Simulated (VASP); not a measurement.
# Al (R-3m) in VASP: notebook

The runs below take Al through single point, with LDA.

Everything below comes from runs of VASP 6.6.1. Logs are shortened: lines on timing, memory, paths and dates and some standing lists are left out, and cuts for length are marked.

## 1. The cell of the first run

Symmetry: R-3m, No. 166, trigonal system. The conventional cell has a = 4.611 Å, b = 4.611 Å, c = 2.626 Å, α = 90.00°, β = 90.00°, γ = 120.00°. Al (site symmetry -3m) has 14 Al at 2.63 to 3.19 Å within 3.5 Å.

## 2. Single point, LDA

The input, INCAR:

```
  ALGO = Fast
  EDIFF = 1E-6
  ENCUT = 520
  ISIF = 2
  ISMEAR = 1
  LASPH = T
  LCHARG = T
  LELF = T
  LREAL = F
  LVHAR = T
  LWAVE = F
  NBANDS = 8
  NELM = 100
  PREC = Accurate
  SIGMA = 0.2
```

The input, KPOINTS:

```
k-points
0
Gamma
  24 24 24
```

The input, POSCAR:

```
Al
1.0
   -1.6682175118      1.5921424462      1.5921424462
    1.5921424462     -1.6682175118      1.5921424462
    1.5921424462      1.5921424462     -1.6682175118
Al
1
Direct
    0.0000000000      0.0000000000      0.0000000000
```

Potentials or basis: VASP PAW LDA potentials, release 64 (Al).

Run with:

```
> cat potpaw_LDA.64/Al/POTCAR > POTCAR
> mpirun -np 1 vasp_std > vasp.out
```

OUTCAR:

```text
EDIFF = 1E-6
   ENCUT = 520
   ISIF = 2
   ISMEAR = 1
   LASPH = T
   LREAL = F
   NELM = 100
   PREC = Accurate

 ion  position               nearest neighbor table
   1  0.000  0.000  0.000-

  LATTYP: Found a trigonal (rhomboedric) cell.
 ALAT       =     2.8022820709
 COS(alpha) =    -0.3536531715

  Lattice vectors:

 A1 = (  -1.6682175118,   1.5921424462,   1.5921424462)
 A2 = (   1.5921424462,  -1.6682175118,   1.5921424462)
 A3 = (   1.5921424462,   1.5921424462,  -1.6682175118)

Analysis of symmetry for initial positions (statically):
=====================================================================
 Subroutine PRICEL returns:
 Original cell was already a primitive cell.

 Routine SETGRP: Setting up the symmetry group for a
 trigonal (rhombohedral) supercell.

 Subroutine GETGRP returns: Found 12 space group operations
 (whereof 12 operations were pure point group operations)
 out of a pool of 12 trial point group operations.

The static configuration has the point symmetry D_3d.

Analysis of symmetry for dynamics (positions and initial velocities):
=====================================================================
 Subroutine PRICEL returns:
 Original cell was already a primitive cell.

 Routine SETGRP: Setting up the symmetry group for a
 trigonal (rhombohedral) supercell.

 Subroutine GETGRP returns: Found 12 space group operations
 (whereof 12 operations were pure point group operations)
 out of a pool of 12 trial point group operations.

The dynamic configuration has the point symmetry D_3d.

 Subroutine INISYM returns: Found 12 space group operations
 (whereof 12 operations are pure point group operations),
 and found     1 'primitive' translations

----------------------------------------------------------------------------------------

                                     Primitive cell

  volume of cell :      16.1157

  direct lattice vectors                    reciprocal lattice vectors
    -1.668217512  1.592142446  1.592142446     0.015390697  0.322105297  0.322105297
     1.592142446 -1.668217512  1.592142446     0.322105297  0.015390697  0.322105297
     1.592142446  1.592142446 -1.668217512     0.322105297  0.322105297  0.015390697

  length of vectors
     2.802282071  2.802282071  2.802282071     0.455785605  0.455785605  0.455785605

  position of ions in fractional coordinates (direct lattice)
     0.000000000  0.000000000  0.000000000

  ion indices of the primitive-cell ions
   primitive index   ion index
                 1           1

----------------------------------------------------------------------------------------

 KPOINTS: k-points

Automatic generation of k-mesh.
 Grid dimensions read from file:
 generate k-points for:   24   24   24

 Generating k-lattice:

  Cartesian coordinates                     Fractional coordinates (reciprocal lattice)
     0.000641279  0.013421054  0.013421054     0.041666667  0.000000000  0.000000000
     0.013421054  0.000641279  0.013421054     0.000000000  0.041666667  0.000000000
     0.013421054  0.013421054  0.000641279     0.000000000  0.000000000  0.041666667

  Length of vectors
     0.018991067  0.018991067  0.018991067

  Shift w.r.t. Gamma in fractional coordinates (k-lattice)
     0.000000000  0.000000000  0.000000000

 Subroutine IBZKPT returns following result:
 ===========================================

 Found   1313 irreducible k-points:

 Following reciprocal coordinates:
            Coordinates               Weight
  0.000000  0.000000  0.000000      1.000000
  0.041667 -0.000000  0.000000      6.000000
  0.083333  0.000000  0.000000      6.000000
  0.125000  0.000000  0.000000      6.000000
  0.166667  0.000000  0.000000      6.000000
  0.208333  0.000000  0.000000      6.000000
[... 16 lines left out ...]
  0.416667  0.041667 -0.000000     12.000000
  0.458333  0.041667 -0.000000     12.000000
 [... further k-points ...]
   k-points           NKPTS =   1313   k-points in BZ     NKDIM =   1313   number of bands    NBANDS=      8
   number of dos      NEDOS =    301   number of ions     NIONS =      1
   total plane-waves  NPLWV =  13824
   dimension x,y,z NGX =    24 NGY =   24 NGZ =   24
   dimension x,y,z NGXF=    48 NGYF=   48 NGZF=   48
   ions per type =               1
   NGX,Y,Z   is equivalent  to a cutoff of  14.24, 14.24, 14.24 a.u.
   NGXF,Y,Z  is equivalent  to a cutoff of  28.48, 28.48, 28.48 a.u.
 SYSTEM =  unknown system
   PREC   = accura    normal or accurate (medium, high low for compatibility)
   ISTART =      0    job   : 0-new  1-cont  2-samecut
   ICHARG =      2    charge: 1-file 2-atom 10-const
   ISPIN  =      1    spin polarized calculation?
   LNONCOLLINEAR =      F non collinear calculations
   LSORBIT =      F    spin-orbit coupling
   LASPH  =      T    aspherical Exc in radial PAW
   ENCUT  =  520.0 eV  38.22 Ry    6.18 a.u.   5.21  5.21  5.21*2*pi/ulx,y,z
   NELM   =    100;   NELMIN=  2; NELMDL= -5     # of ELM steps
   EDIFF  = 0.1E-05   stopping-criterion for ELM
   LREAL  =      F    real-space projection
   EDIFFG = 0.1E-04   stopping-criterion for IOM
   NSW    =      0    number of steps for IOM
   IBRION =     -1    ionic relax: 0-MD 1-quasi-New 2-CG
   NFREE  =      0    steps in history (QN), initial steepest desc. (CG)
   ISIF   =      2    stress and relaxation
   ISYM   =      2    0-nonsym 1-usesym 2-fastsym
   POTIM  = 0.5000    time-step for ionic-motion
   TEBEG  =    0.0;   TEEND  =   0.0 temperature during run
   PSTRESS=    0.0 pullay stress
   NELECT =       3.0000    total number of electrons
   NUPDOWN=      -1.0000    fix difference up-down
   EMIN   =  10.00;   EMAX   =-10.00  energy-range for DOS
   EFERMI =   0.00;   METHOD = LEGACY
   ISMEAR =     1;   SIGMA  =   0.20  broadening in eV -4-tet -1-fermi 0-gaus
   EFERMI_NEDOS =   21; number of points for ismear=-14 and -15
   IALGO  =     68    algorithm
   IMIX   =      4    mixing-type and parameters
     AMIX     =   0.40;   BMIX     =  1.00
     AMIX_MAG =   1.60;   BMIX_MAG =  1.00
  volume/ion in A,a.u.               =      16.12       108.75
  Fermi-wavevector in a.u.,A,eV,Ry     =   0.934757  1.766435 11.888371  0.873771
  Thomas-Fermi vector in A             =   2.061595
   LORBIT       =      0    0 simple, 1 ext, 2 COOP (PROOUT), +10 PAW based schemes
   GGA     = CA    functional components
   LHFCALC =     F    Hartree Fock is set to
   AEXX    =    0.0000 exact exchange contribution
   IVDW    =     0    specifies the selected vdW correction
   LEPSILON=     F    determine dielectric tensor
   LRPA    =     F    only Hartree local field effects (RPA)
 non-spin polarized calculation
 RMM-DIIS sequential band-by-band and
 Methfessel and Paxton  Order N= 1 SIGMA  =   0.20
  energy-cutoff  :      520.00
  volume of cell :       16.12
 maximum number of plane-waves:       450
 NGX is ok and might be reduce to    24

 number of electron       3.0000000 magnetization

 Free energy of the ion-electron system (eV)
  ---------------------------------------------------
  ext. energy  EPLUGINS =         0.00000000
  ---------------------------------------------------
  free energy    TOTEN  =        -4.07374851 eV

  energy without entropy =       -4.07380562  energy(sigma->0) =       -4.07376755

 E-fermi :   8.0387     XC(G=0): -10.4317

 val. band max:        8.0358759461   @ k =   0.4583   0.2500   0.0417
 cond. band min:       8.0447430412   @ k =  -0.3750   0.3750   0.1667
 fundamental gap:      0.0088670951
 Fermi energy:         8.0387051157

 k-point     1 :       0.0000    0.0000    0.0000
  band No.  band energies     occupation
      1      -3.2229      2.00000
      2      20.6766      0.00000
      3      21.2769      0.00000
      4      21.2769      0.00000
      5      21.8439      0.00000
      6      21.8439      0.00000
      7      24.2105      0.00000
      8      25.0657      0.00000

 k-point     2 :       0.0417   -0.0000    0.0000
  band No.  band energies     occupation
      1      -3.1696      2.00000
      2      20.2725      0.00000
      3      20.8623      0.00000
      4      20.9350      0.00000
      5      21.9746      0.00000
      6      22.3739      0.00000
      7      24.0237      0.00000
      8      24.5557      0.00000

 k-point     3 :       0.0833    0.0000    0.0000
  band No.  band energies     occupation
      1      -3.0099      2.00000
      2      19.4432      0.00000
      3      20.0232      0.00000
      4      20.3104      0.00000
      5      21.9858      0.00000
      6      23.0247      0.00000
      7      23.0493      0.00000
      8      24.1009      0.00000

 k-point     4 :       0.1250    0.0000    0.0000
  band No.  band energies     occupation
      1      -2.7442      2.00000
      2      18.1981      0.00000
      3      19.0841      0.00000
      4      19.6313      0.00000
      5      21.6589      0.00000
      6      22.2755      0.00000
      7      23.5756      0.00000
      8      23.8236      0.00000

 k-point     5 :       0.1667    0.0000    0.0000
  band No.  band energies     occupation
      1      -2.3732      2.00000
      2      16.5624      0.00000
      3      18.3589      0.00000
      4      18.9699      0.00000
      5      21.0682      0.00000
      6      21.6891      0.00000
      7      23.8974      0.00000
      8      24.0572      0.00000

 k-point     6 :       0.2083    0.0000    0.0000
  band No.  band energies     occupation
      1      -1.8976      2.00000
      2      14.8323      0.00000
      3      17.7522      0.00000
      4      18.3597      0.00000
      5      20.4085      0.00000
      6      21.1618      0.00000
      7      24.1798      0.00000
      8      24.5837      0.00000

 k-point     7 :       0.2500    0.0000    0.0000
  band No.  band energies     occupation
      1      -1.3187      2.00000
      2      13.1156      0.00000
      3      17.2355      0.00000
      4      17.8173      0.00000
      5      19.7822      0.00000
      6      20.6728      0.00000
      7      24.5905      0.00000
      8      25.1914      0.00000

 k-point     8 :       0.2917    0.0000    0.0000
  band No.  band energies     occupation
      1      -0.6379      2.00000
      2      11.4507     -0.00000
      3      16.8027      0.00000
      4      17.3514      0.00000
      5      19.2292      0.00000
      6      20.2302      0.00000
      7      25.0982      0.00000
      8      25.8896      0.00000

 k-point     9 :       0.3333    0.0000    0.0000
  band No.  band energies     occupation
      1       0.1431      2.00000
      2       9.8549     -0.00000
      3      16.4515      0.00000
      4      16.9668      0.00000
      5      18.7661      0.00000
      6      19.8472      0.00000
      7      25.6861      0.00000
      8      26.6768      0.00000

 k-point    10 :       0.3750    0.0000    0.0000
  band No.  band energies     occupation
      1       1.0217      2.00000
      2       8.3382     -0.05551
      3      16.1803      0.00000
      4      16.6660      0.00000
      5      18.4009      0.00000
      6      19.5364      0.00000
      7      26.3355      0.00000
      8      27.5433      0.00000
[... 78 lines left out ...]
 k-point    18 :       0.2083    0.0417   -0.0000
  band No.  band energies     occupation
      1      -1.5568      2.00000
      2      13.9334      0.00000
      3      17.2943      0.00000
      4      18.5372      0.00000
      5      19.7163      0.00000
      6      20.9129      0.00000
      7      23.8604      0.00000
      8      25.3259      0.00000

 k-point    19 :       0.2500    0.0417    0.0000
  band No.  band energies     occupation
      1      -0.9222      2.00000
      2      12.2398      0.00000
      3      16.7438      0.00000
      4      17.9277      0.00000
      5      19.2529      0.00000
      6      20.5505      0.00000
      7      24.3347      0.00000
      8      26.0111      0.00000

 k-point    20 :       0.2917    0.0417    0.0000
  band No.  band energies     occupation
      1      -0.1867      2.00000
      2      10.6092     -0.00000
      3      16.2709      0.00000
      4      17.4014      0.00000
      5      18.8749      0.00000
      6      20.2254      0.00000
      7      24.9130      0.00000
      8      26.7544      0.00000

 k-point    21 :       0.3333    0.0417    0.0000
  band No.  band energies     occupation
      1       0.6476      2.00000
      2       9.0543     -0.00000
      3      15.8755      0.00000
      4      16.9643      0.00000
      5      18.5870      0.00000
      6      19.9592      0.00000
      7      25.5759      0.00000
      8      27.5532      0.00000

 k-point    22 :       0.3750    0.0417    0.0000
  band No.  band energies     occupation
      1       1.5776      2.00000
      2       7.5832      2.00590
      3      15.5593      0.00000
      4      16.6188      0.00000
      5      18.3918      0.00000
      6      19.7660      0.00000
      7      26.2981      0.00000
      8      28.3769      0.00000

 k-point    23 :       0.4167    0.0417   -0.0000
  band No.  band energies     occupation
      1       2.5958      2.00000
      2       6.2058      2.00000
      3      15.3247      0.00000
      4      16.3651      0.00000
      5      18.2911      0.00000
      6      19.6547      0.00000
      7      27.0251      0.00000
      8      29.0975      0.00000

 k-point    24 :       0.4583    0.0417   -0.0000
  band No.  band energies     occupation
      1       3.6524      2.00000
      2       4.9731      2.00000
      3      15.1740      0.00000
      4      16.2028      0.00000
      5      18.2858      0.00000
      6      19.6300      0.00000
      7      27.5821      0.00000
      8      29.3739      0.00000

 [... further k-points ...]
[... 5 lines left out ...]
  --------------------------------------------------------------------------------------
  -------------------------------------------------------------------------------------
  Total        0.1179348      0.1179348      0.1179348      0.2774935      0.2774935      0.2774935
  in kB       11.7247348     11.7247348     11.7247348     27.5875956     27.5875956     27.5875956
  external PRESSURE =      11.7247348 kB  Pullay stress =       0.0000000 kB

 VOLUME and BASIS-vectors are now :
 -----------------------------------------------------------------------------
  energy-cutoff  :      520.00
  volume of cell :       16.12
      direct lattice vectors                 reciprocal lattice vectors
    -1.668217512  1.592142446  1.592142446     0.015390697  0.322105297  0.322105297
     1.592142446 -1.668217512  1.592142446     0.322105297  0.015390697  0.322105297
     1.592142446  1.592142446 -1.668217512     0.322105297  0.322105297  0.015390697

 POSITION                                       TOTAL-FORCE (eV/Angst)
 -----------------------------------------------------------------------------------
      0.00000      0.00000      0.00000        -0.000000      0.000000     -0.000000
 -----------------------------------------------------------------------------------
    total drift:                                0.000000      0.000000     -0.000000

  FREE ENERGIE OF THE ION-ELECTRON SYSTEM (eV)
  ---------------------------------------------------
  free  energy   TOTEN  =        -4.0737485131 eV

  energy  without entropy=       -4.0738056163  energy(sigma->0) =       -4.07376755
```

Wall time 67 s (1 thread of Intel Xeon Platinum 8375C at 2.90GHz (Ice Lake), shared host); peak memory 0.25 GiB.

Results:

```
Free energy : -4.0737 eV
Pressure    : 1.2 GPa
```

## 3. Single point, LDA

This run uses another cell than the first one, of the same volume but with other edges.

The input, INCAR:

```
PREC     = Accurate       # precision mode
ENCUT    = 520            # plane-wave cutoff, eV
EDIFF    = 1E-6           # SCF threshold, eV
ISMEAR   = 1              # smearing method
SIGMA    = 0.2            # smearing width, eV
LREAL    = False          # projectors in reciprocal space
LASPH    = True           # aspherical terms in the spheres
NELM     = 100            # most SCF steps
ALGO     = Fast           # electronic algorithm
ISIF     = 2              # what is computed and relaxed
LWAVE    = False          # write WAVECAR
LCHARG   = False          # write CHGCAR
GGA      = CA             # functional
NBANDS   = 8              # bands
```

The input, KPOINTS:

```
Automatic mesh
0
Gamma
  24 24 24
```

The input, POSCAR:

```
Al
1.0
   -1.5095594323      1.5922750176      1.5922750176
    1.5922750176     -1.5095594323      1.5922750176
    1.5922750176      1.5922750176     -1.5095594323
Al
1
Direct
    0.0000000000      0.0000000000      0.0000000000
```

Potentials or basis: VASP PAW LDA potentials, release 64 (Al).

Run with:

```
> cat potpaw_LDA.64/Al/POTCAR > POTCAR
> mpirun -np 1 vasp_std > vasp.out
```

Run time: 62 s. Hardware: 1 thread of Intel Xeon Platinum 8375C at 2.90GHz (Ice Lake), shared host; peak memory 0.24 GiB.

Results (log left out):

```
Free energy : -4.0758 eV
Pressure    : 1.1 GPa
```

Stress tensor (GPa, compression positive):
```
 1.12 -1.93 -1.93
-1.93  1.12 -1.93
-1.93 -1.93  1.12
```

Levels at points of the mesh, in eV from the Fermi level:
| k point | band 1 | band 2 | band 3 | band 4 | band 5 |
| --- | --- | --- | --- | --- | --- |
| (0.00, 0.00, 0.00) | -11.25 | 12.63 | 12.63 | 13.54 | 14.05 |
| (0.50, 0.00, 0.00) | -4.58 | -4.35 | 8.50 | 8.78 | 10.42 |
| (0.50, 0.50, 0.00) | -4.11 | -3.40 | 7.06 | 7.79 | 10.63 |
| (0.50, 0.50, 0.50) | 1.69 | 1.69 | 2.40 | 3.06 | 3.06 |
